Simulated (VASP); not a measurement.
**Pb: relaxation of cell and atoms with PBE**

Crystal: Pb.

```
Pb
1.0
    -1.99821    1.99821    1.99821
     1.99821   -1.99821    1.99821
     1.99821    1.99821   -1.99821
Pb
1
Direct
  0.00000 0.00000 0.00000
```

| Quantity | Value |
| --- | --- |
| Program | VASP 6.6.1 |
| Task | relaxation of cell and atoms |
| Functional | PBE |
| Potentials or basis | VASP PAW PBE potentials, release 64 (Pb_d) |
| Cutoff | 600 eV |
| k mesh | 15 × 15 × 15 |
| Occupations | fermi-dirac, width 0.05 eV |
| Spin | no spin polarisation |
| Dipole correction | no |
| Further INCAR settings | ALGO = Normal; EDIFF = 1e-06; IBRION = 2; EDIFFG = -0.005; NSW = 60; ISIF = 3 |

```yaml
Relaxed_volume: 32.04 Å³/atom
Relaxed_cell: a = 3.465 Å, b = 3.465 Å, c = 3.465 Å, α = 109.47°, β = 109.47°, γ = 109.47°
Space_group_after_relaxing_to_0.05_Å: Im-3m (No. 229)
Energy_gained_by_relaxing: 0.0 meV/atom
Ionic_steps: 2
Pressure_after_relaxing: 0.0 GPa
Band_gap_on_the_k_mesh: zero (band 7 reaches 13.85 eV, above the bottom of band 8 at 4.77 eV)
```

Final structure:
```xyz
1
Lattice="-2.0007 2.0007 2.0007 2.0007 -2.0007 2.0007 2.0007 2.0007 -2.0007" Properties=species:S:1:pos:R:3 pbc="T T T"
Pb   -2.0007    2.0007    2.0007
```

Levels at points of the mesh, in eV from the Fermi level:
```csv
k point,band 4,band 5,band 6,band 7,band 8,band 9,band 10,band 11
"(0.00, 0.00, 0.00)",-16.85,-16.85,-11.37,7.20,7.20,7.20,11.06,11.06
```

It took 30 s on 1 thread of AMD EPYC 9R45 96-Core Processor (Zen 5), on a shared host, peak memory 0.17 GiB.

Caveat: spin-orbit coupling is left out, which moves the levels of the heavy elements.
